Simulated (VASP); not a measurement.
# Al5H (P6/mmm) in VASP: notebook, part 3 of 3

VASP 6.6.1.

## (6) Relaxation of cell and atoms, PBE

This run uses another cell than the first one, of 18.44 Å³/atom, 1.247 times its volume.

INCAR

```
PREC = Accurate
ENCUT = 600
EDIFF = 1E-7
ISMEAR = 0
SIGMA = 0.1
LREAL = F
LASPH = T
NELM = 80
ALGO = Normal
ISIF = 3
LWAVE = F
LCHARG = F
GGA = PE
IBRION = 2
NSW = 100
EDIFFG = -0.01
```

KPOINTS

```
regular mesh
0
Gamma
  12 12 8
```

POSCAR

```
Al5H
1.0
    5.2566569980      0.0000000000      0.0000000000
   -2.6283284990      4.5523984993      0.0000000000
    0.0000000000      0.0000000000      4.6238681524
Al H
5 1
Direct
    0.0000000000      0.5000000000      0.5000000000
    0.3333333333      0.6666666667      0.0000000000
    0.6666666667      0.3333333333      0.0000000000
    0.5000000000      0.0000000000      0.5000000000
    0.5000000000      0.5000000000      0.5000000000
    0.0000000000      0.0000000000      0.0000000000
```

Potentials or basis: VASP PAW PBE potentials, release 64 (Al, H).

Started as:

```
> cat potpaw_PBE.64/Al/POTCAR potpaw_PBE.64/H/POTCAR > POTCAR
> mpirun -np 1 vasp_std > vasp.out
```

OUTCAR:

```text
PREC = Accurate
   ENCUT = 600
   EDIFF = 1E-7
   ISMEAR = 0
   LREAL = F
   LASPH = T
   NELM = 80
   ISIF = 3
   GGA = PE
   IBRION = 2
   NSW = 100
   EDIFFG = -0.01

 ion  position               nearest neighbor table
   1  0.000  0.500  0.500-   5 2.63   5 2.63   4 2.63   4 2.63   2 2.77   3 2.77   2 2.77   3 2.77

   2  0.333  0.667  0.000-   1 2.77   1 2.77   4 2.77   4 2.77   5 2.77   5 2.77   3 3.03   3 3.03
                             3 3.03
   3  0.667  0.333  0.000-   1 2.77   1 2.77   4 2.77   4 2.77   5 2.77   5 2.77   2 3.03   2 3.03
                             2 3.03
   4  0.500  0.000  0.500-   1 2.63   5 2.63   5 2.63   1 2.63   2 2.77   3 2.77   3 2.77   2 2.77

   5  0.500  0.500  0.500-   1 2.63   1 2.63   4 2.63   4 2.63   2 2.77   3 2.77   3 2.77   2 2.77

   6  0.000  0.000  0.000-

  LATTYP: Found a hexagonal cell.
 ALAT       =     5.2566569980
 C/A-ratio  =     0.8796214313

  Lattice vectors:

 A1 = (   5.2566569980,   0.0000000000,   0.0000000000)
 A2 = (  -2.6283284990,   4.5523984993,   0.0000000000)
 A3 = (   0.0000000000,   0.0000000000,   4.6238681524)

Analysis of symmetry for initial positions (statically):
=====================================================================
 Subroutine PRICEL returns:
 Original cell was already a primitive cell.

 Routine SETGRP: Setting up the symmetry group for a
 hexagonal supercell.

 Subroutine GETGRP returns: Found 24 space group operations
 (whereof 24 operations were pure point group operations)
 out of a pool of 24 trial point group operations.

The static configuration has the point symmetry D_6h.

Analysis of symmetry for dynamics (positions and initial velocities):
=====================================================================
 Subroutine PRICEL returns:
 Original cell was already a primitive cell.

 Routine SETGRP: Setting up the symmetry group for a
 hexagonal supercell.

 Subroutine GETGRP returns: Found 24 space group operations
 (whereof 24 operations were pure point group operations)
 out of a pool of 24 trial point group operations.

[... 147 lines left out ...]

--------------------------------------- Ionic step        1  -------------------------------------------

 number of electron      16.0000000 magnetization

 Free energy of the ion-electron system (eV)
  ---------------------------------------------------
  ext. energy  EPLUGINS =         0.00000000
  ---------------------------------------------------
  free energy    TOTEN  =       -18.84092011 eV

  energy without entropy =      -18.82673543  energy(sigma->0) =      -18.83382777

------------------------ aborting loop because EDIFF is reached ----------------------------------------

  FORCE on cell =-STRESS in cart. coord.  units (eV):
  Direction    XX          YY          ZZ          XY          YZ          ZX
  --------------------------------------------------------------------------------------
  -------------------------------------------------------------------------------------
  Total       -0.3421599     -0.3421599      0.7712532      0.0000000      0.0000000      0.0000000
  in kB       -4.9543231     -4.9543231     11.1674028      0.0000000      0.0000000      0.0000000
  external PRESSURE =       0.4195855 kB  Pullay stress =       0.0000000 kB
[... 147 lines left out ...]
--------------------------------------- Ionic step        5  -------------------------------------------

 number of electron      16.0000000 magnetization

 Free energy of the ion-electron system (eV)
  ---------------------------------------------------
  ext. energy  EPLUGINS =         0.00000000
  ---------------------------------------------------
  free energy    TOTEN  =       -18.84976439 eV

  energy without entropy =      -18.83664980  energy(sigma->0) =      -18.84320710

 E-fermi :   4.8136     XC(G=0):  -9.1077

 val. band max:        4.8020566206   @ k =   0.5000   0.0000   0.1250
 cond. band min:       4.8308230862   @ k =   0.3333   0.0000   0.1250
 fundamental gap:      0.0287664656
 Fermi energy:         4.8135827276

 k-point     1 :       0.0000    0.0000    0.0000
  band No.  band energies     occupation
      1      -5.0659      2.00000
      2      -0.0491      2.00000
      3       1.3352      2.00000
      4       1.7346      2.00000
      5       1.8236      2.00000
      6       1.8236      2.00000
      7       3.6962      2.00000
      8       3.6962      2.00000
      9       4.2311      2.00000
     10       6.0123      0.00000
     11       7.6358      0.00000
     12       7.6358      0.00000
[... 331 lines left out ...]
 k-point    24 :       0.3333    0.0000    0.1250
  band No.  band energies     occupation
      1      -4.3138      2.00000
      2      -2.0222      2.00000
      3       0.6931      2.00000
      4       1.1496      2.00000
      5       1.6258      2.00000
      6       2.9829      2.00000
      7       3.8220      2.00000
      8       4.8308      0.80737
      9       5.5506      0.00000
     10       5.5521      0.00000
     11       6.3192      0.00000
     12       7.0128      0.00000

 [... further k-points ...]
[... 5 lines left out ...]
  --------------------------------------------------------------------------------------
  -------------------------------------------------------------------------------------
  Total        0.0190592      0.0190592      0.0057051     -0.0000000      0.0000000     -0.0000000
  in kB        0.2764083      0.2764083      0.0827385     -0.0000000      0.0000000     -0.0000000
  external PRESSURE =       0.2118517 kB  Pullay stress =       0.0000000 kB
[... 21 lines left out ...]
  FREE ENERGIE OF THE ION-ELECTRON SYSTEM (eV)
  ---------------------------------------------------
  free  energy   TOTEN  =       -18.8497643919 eV

  energy  without entropy=      -18.8366498026  energy(sigma->0) =      -18.84320710

 reached required accuracy - stopping structural energy minimisation
```

OSZICAR:

```text
N       E                     dE             d eps       ncg     rms          rms(c)
DAV:   1     0.183826099045E+02    0.18383E+02   -0.56210E+03  2280   0.114E+03
DAV:   2    -0.174427232328E+02   -0.35825E+02   -0.33022E+02  2864   0.121E+02
DAV:   3    -0.191110150649E+02   -0.16683E+01   -0.15833E+01  2912   0.242E+01
[... 39 lines left out ...]
DAV:   3    -0.188497662691E+02    0.10106E-04   -0.13086E-05  2480   0.237E-02    0.947E-03
DAV:   4    -0.188497640469E+02    0.22222E-05   -0.39750E-06  2480   0.106E-02    0.473E-03
DAV:   5    -0.188497642736E+02   -0.22673E-06   -0.21239E-07  1612   0.358E-03    0.204E-03
DAV:   6    -0.188497643997E+02   -0.12605E-06   -0.55858E-08  1200   0.201E-03    0.387E-04
DAV:   7    -0.188497643919E+02    0.77895E-08   -0.19486E-08  1184   0.112E-03
   5 F= -.18849764E+02 E0= -.18843207E+02  d E =-.139914E-03
```

CONTCAR:

```text
Al5H
   1.00000000000000
     5.2157797630222422    0.0000000000000000   -0.0000000000000000
    -2.6078898815111211    4.5169977753716140    0.0000000000000000
     0.0000000000000000    0.0000000000000000    4.6891518915550252
  Al              H
     5     1
Direct
     0.0000000000000000    0.5000000000000000    0.5000000000000000
     0.3333333332999970    0.6666666667000030    0.0000000000000000
     0.6666666667000030    0.3333333332999970    0.0000000000000000
     0.5000000000000000    0.0000000000000000    0.5000000000000000
     0.5000000000000000    0.5000000000000000    0.5000000000000000
     0.0000000000000000    0.0000000000000000    1.0000000000000000

  0.00000000E+00  0.00000000E+00  0.00000000E+00
  0.00000000E+00  0.00000000E+00  0.00000000E+00
  0.00000000E+00  0.00000000E+00  0.00000000E+00
  0.00000000E+00  0.00000000E+00  0.00000000E+00
  0.00000000E+00  0.00000000E+00  0.00000000E+00
  0.00000000E+00  0.00000000E+00  0.00000000E+00
```

Wall time 3.2 min (1 thread of Intel Xeon 6975P-C (Granite Rapids), shared host); peak memory 0.34 GiB.

What came out:

```
Free energy                            : -18.8498 eV
Relaxed volume                         : 18.41 Å³/atom
Relaxed cell                           : a = 5.216 Å, b = 5.216 Å, c = 4.689 Å, α = 90.00°, β = 90.00°, γ = 120.00°
Space group after relaxing (to 0.05 Å) : P6/mmm (No. 191)
Energy gained by relaxing              : 1.5 meV/atom
Ionic steps                            : 5
Pressure after relaxing                : 0.0 GPa
Band gap on the k mesh                 : zero (band 8 reaches 5.39 eV, above the bottom of band 9 at 4.18 eV)
```

Step by step:
| step | energy change (eV) | largest force (eV/Å) | pressure (GPa) | volume (Å³) |
| --- | --- | --- | --- | --- |
| 1 | 0.0000 | 0.0000 | 0.04 | 110.65 |
| 2 | -0.0056 | 0.0000 | -0.04 | 110.73 |
| 3 | -0.0087 | 0.0000 | -0.14 | 110.81 |
| 4 | -0.0087 | 0.0000 | -0.15 | 110.82 |
| 5 | -0.0088 | 0.0000 | 0.02 | 110.47 |

Final structure:
```xyz
6
Lattice="5.2158 0.0000 0.0000 -2.6079 4.5170 0.0000 0.0000 0.0000 4.6892" Properties=species:S:1:pos:R:3 pbc="T T T"
Al   -1.3039    2.2585    2.3446
Al    0.0000    3.0113    0.0000
Al    2.6079    1.5057    0.0000
Al    2.6079    0.0000    2.3446
Al    1.3039    2.2585    2.3446
H     0.0000    0.0000    4.6892
```

Levels at points of the mesh, in eV from the Fermi level:
| k point | band 4 | band 5 | band 6 | band 7 | band 8 | band 9 | band 10 | band 11 | band 12 |
| --- | --- | --- | --- | --- | --- | --- | --- | --- | --- |
| (0.00, 0.00, 0.00) | -3.08 | -2.99 | -2.99 | -1.12 | -1.12 | -0.58 | 1.20 | 2.82 | 2.82 |
| (0.50, 0.00, 0.00) | -3.52 | -2.51 | -1.68 | -1.45 | -0.81 | 0.56 | 2.10 | 2.21 | 2.32 |
| (0.00, 0.00, 0.50) | -1.82 | -1.41 | -1.41 | -1.37 | -1.37 | -0.45 | -0.32 | -0.32 | 1.74 |
| (0.50, 0.00, 0.50) | -5.42 | -2.61 | -2.07 | -2.02 | -1.84 | 2.78 | 3.00 | 3.20 | 4.57 |

## (7) Overview

```tsv
task	cell	k mesh	cutoff (eV)	gap on the mesh (eV)	pressure (GPa)	relaxed volume (Å³/atom)
single point	a = 5.044, b = 5.044, c = 4.027 Å, angles 90.0, 90.0, 120.0°, 6 atoms	6 × 6 × 4	520	none	22.7	-
single point	a = 5.257, b = 5.257, c = 4.624 Å, angles 90.0, 90.0, 120.0°, 6 atoms	6 × 6 × 4	520	none	0.0	-
relaxation of cell and atoms	relaxed from a = 5.044, b = 5.044, c = 4.027 Å, angles 90.0, 90.0, 120.0°, 6 atoms	6 × 6 × 4	600	none	0.1	18.41
single point	a = 5.219, b = 5.219, c = 4.690 Å, angles 90.0, 90.0, 120.0°, 6 atoms	12 × 12 × 8	520	none	-0.1	-
relaxation of cell and atoms	relaxed from a = 5.257, b = 5.257, c = 4.624 Å, angles 90.0, 90.0, 120.0°, 6 atoms	12 × 12 × 8	600	none	0.0	18.41
```

Alike in all rows: level PBE; potentials or basis VASP PAW PBE potentials, release 64 (Al, H); no spin polarisation; smearing gaussian 0.1 eV.

Caveats: some runs use coarse meshes; the volume moved by over 15 % at a fixed basis, so the end points are rough (some runs).

Absolute energies hang on the potentials; compare differences alone.
